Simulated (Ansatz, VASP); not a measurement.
**One calculation of YBe2Al2Au, two programs**

```
Y Be Al Au
1.0
     4.37326    0.00000    0.00000
     0.00000    4.37326    0.00000
     0.00000    0.00000    5.69159
Y Be Al Au
1 2 2 1
Direct
  0.00000 0.00000 0.50000
  0.00000 0.50000 0.00000
  0.50000 0.00000 0.00000
  0.50000 0.50000 0.26529
  0.50000 0.50000 0.73471
  0.00000 0.00000 0.00000
```

Change from the starting cell: species swapped into the DyCr2Si2C type (P4/mmm, No. 123).

Alike in both runs: functional PBE; k mesh 4 × 4 × 4; occupations gaussian, width 0.1 eV; no spin polarisation.

Ansatz relaxed the structure, and its values are those at the end. VASP's run is a single point on that final structure, the one shown.

|  | VASP | Ansatz |
| --- | --- | --- |
| version | VASP 6.6.1 | Ansatz 0.2.0 |
| potentials or method | VASP PAW PBE potentials, release 64 (Y_sv, Be, Al, Au), cutoff 520 eV | scalar-relativistic, plane waves, PAW |
| valence electrons in the cell | 32 | 40 |

|  | VASP | Ansatz | Ansatz less VASP |
| --- | --- | --- | --- |
| gap on the k mesh at the Fermi level (eV) | none | none | - |
| pressure (GPa) | -0.1 | 0.0 | +0.07 |

A gap of «none» marks a metal or a gap that the smearing closes. VASP's potentials hold 32 valence electrons a cell and Ansatz's 40, so a difference there can come from the potentials and not from the codes.

Spin-orbit coupling is off throughout.
